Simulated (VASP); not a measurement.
# SiC in VASP: further runs, part 2 of 2

VASP 6.6.1.

**4. Single point, LDA**

This run uses another cell than the first one, of 10.14 Å³/atom.

Input file INCAR:

```
PREC = Accurate
ENCUT = 520
EDIFF = 1E-6
ISMEAR = 0
SIGMA = 0.02
LREAL = F
LASPH = T
NELM = 100
ALGO = Normal
ISIF = 2
LWAVE = F
LCHARG = F
NBANDS = 36
```

Input file KPOINTS:

```
Automatic mesh
0
Gamma
  12 12 2
```

Input file POSCAR:

```
SiC
1.0
    1.5296245142     -2.6493926258      0.0000000000
    1.5296245142      2.6493926258      0.0000000000
    0.0000000000      0.0000000000     15.0108016874
Si C
6 6
Direct
    0.1666664348      0.8333335652      0.8577047802
    0.8333335652      0.1666664348      0.3577047802
    0.5000001404      0.4999998596      0.5244833027
    0.4999998596      0.5000001404      0.0244833027
    0.8333331480      0.1666668520      0.6912154875
    0.1666668520      0.8333331480      0.1912154875
    0.4999999032      0.5000000968      0.6498370244
    0.5000000968      0.4999999032      0.1498370244
    0.1666664215      0.8333335785      0.9826955045
    0.8333335785      0.1666664215      0.4826955045
    0.8333330234      0.1666669766      0.8162039007
    0.1666669766      0.8333330234      0.3162039007
```

Potentials or basis: VASP PAW LDA potentials, release 64 (Si, C).

Run with:

```console
cat potpaw_LDA.64/Si/POTCAR potpaw_LDA.64/C/POTCAR > POTCAR
mpirun -np 1 vasp_std > vasp.out
```

OUTCAR:

```text
PREC = Accurate
   ENCUT = 520
   EDIFF = 1E-6
   ISMEAR = 0
   LREAL = F
   LASPH = T
   NELM = 100
   ISIF = 2

 ion  position               nearest neighbor table
   1  0.167  0.833  0.858-  11 1.87  11 1.87  11 1.87   9 1.88   5 3.06   5 3.06   5 3.06   4 3.06
                             4 3.06   4 3.06
   2  0.833  0.167  0.358-  12 1.87  12 1.87  12 1.87  10 1.88   6 3.06   6 3.06   6 3.06   3 3.06
                             3 3.06   3 3.06
   3  0.500  0.500  0.524-  10 1.87  10 1.87  10 1.87   7 1.88   5 3.06   5 3.06   5 3.06   2 3.06
                             2 3.06   2 3.06
   4  0.500  0.500  0.024-   9 1.87   9 1.87   9 1.87   8 1.88   6 3.06   6 3.06   6 3.06   1 3.06
                             1 3.06   1 3.06
   5  0.833  0.167  0.691-   7 1.87   7 1.87   7 1.87  11 1.88   1 3.06   1 3.06   1 3.06   3 3.06
                             3 3.06   3 3.06
   6  0.167  0.833  0.191-   8 1.87   8 1.87   8 1.87  12 1.88   2 3.06   2 3.06   2 3.06   4 3.06
                             4 3.06   4 3.06
   7  0.500  0.500  0.650-   5 1.87   5 1.87   5 1.87   3 1.88
   8  0.500  0.500  0.150-   6 1.87   6 1.87   6 1.87   4 1.88
   9  0.167  0.833  0.983-   4 1.87   4 1.87   4 1.87   1 1.88
[... 1157 lines left out ...]

  FORCE on cell =-STRESS in cart. coord.  units (eV):
  Direction    XX          YY          ZZ          XY          YZ          ZX
  --------------------------------------------------------------------------------------
  -------------------------------------------------------------------------------------
  Total        0.3059189      0.3059201      0.3106551      0.0000000      0.0000000      0.0000000
  in kB        4.0285790      4.0285949      4.0909481      0.0000000      0.0000000      0.0000000
  external PRESSURE =       4.0493740 kB  Pullay stress =       0.0000000 kB

 VOLUME and BASIS-vectors are now :
 -----------------------------------------------------------------------------
  energy-cutoff  :      520.00
  volume of cell :      121.66
      direct lattice vectors                 reciprocal lattice vectors
     1.529624514 -2.649392626  0.000000000     0.326877606 -0.188722500  0.000000000
     1.529624514  2.649392626  0.000000000     0.326877606  0.188722500  0.000000000
     0.000000000  0.000000000 15.010801687     0.000000000  0.000000000  0.066618694

 POSITION                                       TOTAL-FORCE (eV/Angst)
 -----------------------------------------------------------------------------------
      1.52962      1.76626     12.87484         0.000000      0.000000      0.000198
      1.52962     -1.76626      5.36944         0.000000     -0.000000      0.000198
      1.52962     -0.00000      7.87291        -0.000000     -0.000000     -0.001091
      1.52962      0.00000      0.36751         0.000000     -0.000000     -0.001091
      1.52962     -1.76626     10.37570         0.000000     -0.000000      0.001223
      1.52962      1.76626      2.87030         0.000000     -0.000000      0.001223
      1.52962      0.00000      9.75457         0.000000     -0.000000     -0.000140
      1.52962     -0.00000      2.24917         0.000000      0.000000     -0.000140
      1.52962      1.76626     14.75105        -0.000000      0.000000     -0.000527
      1.52962     -1.76626      7.24565         0.000000     -0.000000     -0.000527
      1.52962     -1.76626     12.25187         0.000000      0.000000      0.000338
      1.52962      1.76626      4.74647         0.000000     -0.000000      0.000338
 -----------------------------------------------------------------------------------
    total drift:                                0.000000      0.002316     -0.000147

  FREE ENERGIE OF THE ION-ELECTRON SYSTEM (eV)
  ---------------------------------------------------
  free  energy   TOTEN  =       -99.8690809908 eV

  energy  without entropy=      -99.8690809908  energy(sigma->0) =      -99.86908099
```

Run time: 3.3 min. Hardware: 1 thread of Intel Xeon 8259CL, shared host; peak memory 0.26 GiB.

Results:

| Property | Result |
| --- | --- |
| Free energy | -99.8691 eV |
| Pressure | 0.4 GPa |
| Band gap on the k mesh | 1.97 eV (least direct gap 3.07 eV) |

A k mesh can miss the band edges. Expect the measured gap to be larger: semilocal functionals such as LDA lack the derivative discontinuity.

**5. Single point, LDA**

This run uses another cell than the first one, of 10.14 Å³/atom.

Input file INCAR:

```
PREC = Accurate ; ENCUT = 520
EDIFF = 1E-7 ; ISMEAR = 0
SIGMA = 0.1 ; LREAL = F
LASPH = T ; NELM = 80
ALGO = Normal ; ISIF = 2
LWAVE = F ; LCHARG = T
LELF = T ; LVHAR = T
NBANDS = 36
```

Input file KPOINTS:

```
regular mesh
0
Gamma
  8 8 2
```

Input file POSCAR:

```
SiC
1.0
    1.5296779874     -2.6500996392      0.0000000000
    1.5296779874      2.6500996392      0.0000000000
    0.0000000000      0.0000000000     15.0134834796
Si C
6 6
Direct
    0.1666929219      0.8333070781      0.8576113617
    0.8333070781      0.1666929219      0.3576113617
    0.4999465014      0.5000534986      0.5245340690
    0.5000534986      0.4999465014      0.0245340690
    0.8333252761      0.1666747239      0.6912529383
    0.1666747239      0.8333252761      0.1912529383
    0.5000047038      0.4999952962      0.6498740768
    0.4999952962      0.5000047038      0.1498740768
    0.1667181222      0.8332818778      0.9826600390
    0.8332818778      0.1667181222      0.4826600390
    0.8333636573      0.1666363427      0.8162075151
    0.1666363427      0.8333636573      0.3162075151
```

Potentials or basis: VASP PAW LDA potentials, release 64 (Si, C).

Run with:

```console
cat potpaw_LDA.64/Si/POTCAR potpaw_LDA.64/C/POTCAR > POTCAR
mpirun -np 1 vasp_std > vasp.out
```

OUTCAR:

```text
PREC = Accurate
   ENCUT = 520
   EDIFF = 1E-7
   ISMEAR = 0
   LREAL = F
   LASPH = T
   NELM = 80
   ISIF = 2

 ion  position               nearest neighbor table
   1  0.167  0.833  0.858-  11 1.87  11 1.87  11 1.87   9 1.88   5 3.06   5 3.06   5 3.06   4 3.07
                             4 3.07   4 3.07
   2  0.833  0.167  0.358-  12 1.87  12 1.87  12 1.87  10 1.88   6 3.06   6 3.06   6 3.06   3 3.07
                             3 3.07   3 3.07
   3  0.500  0.500  0.525-  10 1.87  10 1.87  10 1.88   7 1.88   5 3.06   5 3.06   5 3.06   2 3.07
                             2 3.07   2 3.07
   4  0.500  0.500  0.025-   9 1.87   9 1.87   9 1.88   8 1.88   6 3.06   6 3.06   6 3.06   1 3.07
                             1 3.07   1 3.07
   5  0.833  0.167  0.691-   7 1.87   7 1.87   7 1.87  11 1.88   1 3.06   1 3.06   1 3.06   3 3.06
                             3 3.06   3 3.06
   6  0.167  0.833  0.191-   8 1.87   8 1.87   8 1.87  12 1.88   2 3.06   2 3.06   2 3.06   4 3.06
                             4 3.06   4 3.06
   7  0.500  0.500  0.650-   5 1.87   5 1.87   5 1.87   3 1.88
   8  0.500  0.500  0.150-   6 1.87   6 1.87   6 1.87   4 1.88
   9  0.167  0.833  0.983-   4 1.87   4 1.87   4 1.88   1 1.88
  10  0.833  0.167  0.483-   3 1.87   3 1.87   3 1.88   2 1.88
  11  0.833  0.167  0.816-   1 1.87   1 1.87   1 1.87   5 1.88
  12  0.167  0.833  0.316-   2 1.87   2 1.87   2 1.87   6 1.88

  LATTYP: Found a base centered orthorhombic cell.
 ALAT       =     3.0593559748
 B/A-ratio  =     1.7324558901
 C/A-ratio  =     4.9073999898

  Lattice vectors:

 A1 = (   1.5296779874,  -2.6500996392,   0.0000000000)
 A2 = (   1.5296779874,   2.6500996392,   0.0000000000)
 A3 = (   0.0000000000,   0.0000000000,  15.0134834796)

Analysis of symmetry for initial positions (statically):
=====================================================================
 Subroutine PRICEL returns:
 Original cell was already a primitive cell.

 Routine SETGRP: Setting up the symmetry group for a
 base centered orthorhombic supercell.

 Subroutine GETGRP returns: Found  4 space group operations
[... 171 lines left out ...]
 Gauss-broadening in eV      SIGMA  =   0.10
  energy-cutoff  :      520.00
  volume of cell :      121.72
 maximum number of plane-waves:      3319
   NGX = 11   NGY = 11   NGZ = 55

 number of electron      47.9999997 magnetization

 Free energy of the ion-electron system (eV)
  ---------------------------------------------------
  ext. energy  EPLUGINS =         0.00000000
  ---------------------------------------------------
  free energy    TOTEN  =       -99.86546882 eV

  energy without entropy =      -99.86546882  energy(sigma->0) =      -99.86546882

 E-fermi :   8.7669     XC(G=0): -11.6388

 val. band max:        8.3351501054   @ k =   0.0000   0.0000   0.0000
 cond. band min:      10.2983188792   @ k =   0.5000   0.0000   0.0000
 fundamental gap:      1.9631687738
 Fermi energy:         8.7668768728

 k-point     1 :       0.0000    0.0000    0.0000
  band No.  band energies     occupation
      1      -7.1897      2.00000
      2      -6.6517      2.00000
      3      -6.6284      2.00000
      4      -5.0903      2.00000
      5      -5.0620      2.00000
      6      -3.4974      2.00000
[... 925 lines left out ...]
     35      16.3832      0.00000
     36      16.3832      0.00000

 [... further k-points ...]

------------------------ aborting loop because EDIFF is reached ----------------------------------------

  FORCE on cell =-STRESS in cart. coord.  units (eV):
  Direction    XX          YY          ZZ          XY          YZ          ZX
  --------------------------------------------------------------------------------------
  -------------------------------------------------------------------------------------
  Total        0.2761062      0.1941160      0.2037472      0.0000000      0.0000000      0.0000000
  in kB        3.6342348      2.5550437      2.6818127      0.0000000      0.0000000      0.0000000
  external PRESSURE =       2.9570304 kB  Pullay stress =       0.0000000 kB

 VOLUME and BASIS-vectors are now :
 -----------------------------------------------------------------------------
  energy-cutoff  :      520.00
  volume of cell :      121.72
      direct lattice vectors                 reciprocal lattice vectors
     1.529677987 -2.650099639  0.000000000     0.326866180 -0.188672151  0.000000000
     1.529677987  2.650099639  0.000000000     0.326866180  0.188672151  0.000000000
     0.000000000  0.000000000 15.013483480     0.000000000  0.000000000  0.066606794

 POSITION                                       TOTAL-FORCE (eV/Angst)
 -----------------------------------------------------------------------------------
      1.52968      1.76659     12.87573         0.000000      0.001070      0.044205
      1.52968     -1.76659      5.36899         0.000000     -0.001070      0.044205
      1.52968      0.00028      7.87508         0.000000     -0.002860     -0.030111
      1.52968     -0.00028      0.36834         0.000000      0.002860     -0.030111
      1.52968     -1.76669     10.37811         0.000000      0.000092     -0.012193
      1.52968      1.76669      2.87137         0.000000     -0.000092     -0.012193
      1.52968     -0.00002      9.75687         0.000000     -0.000555      0.001879
      1.52968      0.00002      2.25013         0.000000      0.000555      0.001879
      1.52968      1.76646     14.75315         0.000000     -0.001443      0.008948
      1.52968     -1.76646      7.24641         0.000000      0.001443      0.008948
      1.52968     -1.76689     12.25412         0.000000     -0.000806     -0.012727
      1.52968      1.76689      4.74738         0.000000      0.000806     -0.012727
 -----------------------------------------------------------------------------------
    total drift:                                0.000000     -0.000000      0.000128

  FREE ENERGIE OF THE ION-ELECTRON SYSTEM (eV)
  ---------------------------------------------------
  free  energy   TOTEN  =       -99.8654688214 eV

  energy  without entropy=      -99.8654688214  energy(sigma->0) =      -99.86546882
```

OSZICAR:

```text
N       E                     dE             d eps       ncg     rms          rms(c)
DAV:   1     0.113936821932E+03    0.11394E+03   -0.21865E+04  3024   0.120E+03
DAV:   2    -0.100904208592E+03   -0.21484E+03   -0.20183E+03  3900   0.212E+02
DAV:   3    -0.112262607660E+03   -0.11358E+02   -0.11283E+02  3968   0.462E+01
DAV:   4    -0.112434362335E+03   -0.17175E+00   -0.17140E+00  3864   0.664E+00
DAV:   5    -0.112438000136E+03   -0.36378E-02   -0.36353E-02  3836   0.918E-01    0.227E+01
DAV:   6    -0.100379418041E+03    0.12059E+02   -0.35655E+01  3728   0.220E+01    0.105E+01
DAV:   7    -0.999868443917E+02    0.39257E+00   -0.35216E+00  4012   0.720E+00    0.411E+00
DAV:   8    -0.998835545286E+02    0.10329E+00   -0.23370E-01  3652   0.190E+00    0.144E+00
DAV:   9    -0.998653179237E+02    0.18237E-01   -0.33431E-02  3700   0.804E-01    0.177E-01
DAV:  10    -0.998654631470E+02   -0.14522E-03   -0.16446E-03  3696   0.188E-01    0.951E-02
DAV:  11    -0.998654795774E+02   -0.16430E-04   -0.58502E-05  3904   0.413E-02    0.270E-02
DAV:  12    -0.998654697957E+02    0.97817E-05   -0.19037E-05  3660   0.180E-02    0.127E-02
DAV:  13    -0.998654688367E+02    0.95897E-06   -0.41830E-06  3764   0.797E-03    0.234E-03
DAV:  14    -0.998654688214E+02    0.15317E-07   -0.21409E-07  2628   0.265E-03
   1 F= -.99865469E+02 E0= -.99865469E+02  d E =-.673350E-11
```

stdout:

```text
POSCAR found type information on POSCAR SiC
 POSCAR found :  2 types and      12 ions
 scaLAPACK will be used
 LDA part: xc-table for (Slater(with rela. corr.)+CA(PZ))
 , standard interpolation
 POSCAR, INCAR and KPOINTS ok, starting setup
 FFT: planning ... GRIDC
 FFT: planning ... GRID_SOFT
 FFT: planning ... GRID
 WAVECAR not read
 entering main loop
```

Run time: 4.3 min. Hardware: 1 thread of Intel Xeon 8259CL, shared host; peak memory 0.27 GiB.

Results:

| Item | Value |
| --- | --- |
| Free energy | -99.8655 eV |
| Pressure | 0.3 GPa |
| Largest force | 0.044 eV/Å |
| Band gap on the k mesh | 1.96 eV (least direct gap 3.07 eV) |

Forces on the atoms (eV/Å):
```
Si   0.000  0.001  0.044
Si   0.000 -0.001  0.044
Si   0.000 -0.003 -0.030
Si   0.000  0.003 -0.030
Si   0.000  0.000 -0.012
Si   0.000  0.000 -0.012
C    0.000 -0.001  0.002
C    0.000  0.001  0.002
C    0.000 -0.001  0.009
C    0.000  0.001  0.009
C    0.000 -0.001 -0.013
C    0.000  0.001 -0.013
```

Levels at points of the mesh, in eV from the valence-band top:
```
           k point  band 22  band 23  band 24  band 25  band 26  band 27
(0.00, 0.00, 0.00)    -0.04     0.00     0.00     5.31     5.48     5.89
(0.50, 0.00, 0.00)    -1.81    -1.69    -1.11     1.96     2.15     3.16
(0.50, 0.50, 0.00)    -1.81    -1.69    -1.11     1.96     2.16     3.16
(0.00, 0.00, 0.50)    -0.10    -0.10    -0.10     5.38     5.38     6.12
(0.50, 0.00, 0.50)    -1.73    -1.32    -1.32     2.01     2.01     3.38
(0.50, 0.50, 0.50)    -1.73    -1.32    -1.32     2.01     2.01     3.38
```

**6. The runs side by side**

| task | cell | k mesh | cutoff (eV) | smearing | gap on the mesh (eV) | pressure (GPa) | largest force (eV/Å) |
| --- | --- | --- | --- | --- | --- | --- | --- |
| relaxation of cell and atoms | relaxed from a = 3.080, b = 3.080, c = 15.122 Å, angles 90.0, 90.0, 120.0°, 12 atoms, atomic positions A | 8 × 8 × 2 | 600 | gaussian 0.1 eV | 1.95 | -0.1 | 0.05 |
| single point | a = 3.080, b = 3.080, c = 15.122 Å, angles 90.0, 90.0, 120.0°, 12 atoms, atomic positions A | 6 × 6 × 2 | 520 | gaussian 0.1 eV | 1.82 | -3.9 | 0.71 |
| single point | a = 3.059, b = 3.059, c = 15.011 Å, angles 90.0, 90.0, 120.0°, 12 atoms, atomic positions B | 12 × 12 × 2 | 520 | gaussian 0.02 eV | 1.97 | 0.4 | - |
| single point | a = 3.060, b = 3.060, c = 15.013 Å, angles 90.0, 90.0, 120.0°, 12 atoms, atomic positions B | 8 × 8 × 2 | 520 | gaussian 0.1 eV | 1.96 | 0.3 | 0.04 |

Alike in all rows: level LDA; potentials or basis VASP PAW LDA potentials, release 64 (Si, C); no spin polarisation.

Caveats: the relaxation stopped at a loose force limit of 0.05 eV/Å, so its end isn't a converged minimum (at least some runs); the cell stands under tension (at least some runs).

Absolute energies hang on the potentials; compare differences alone.
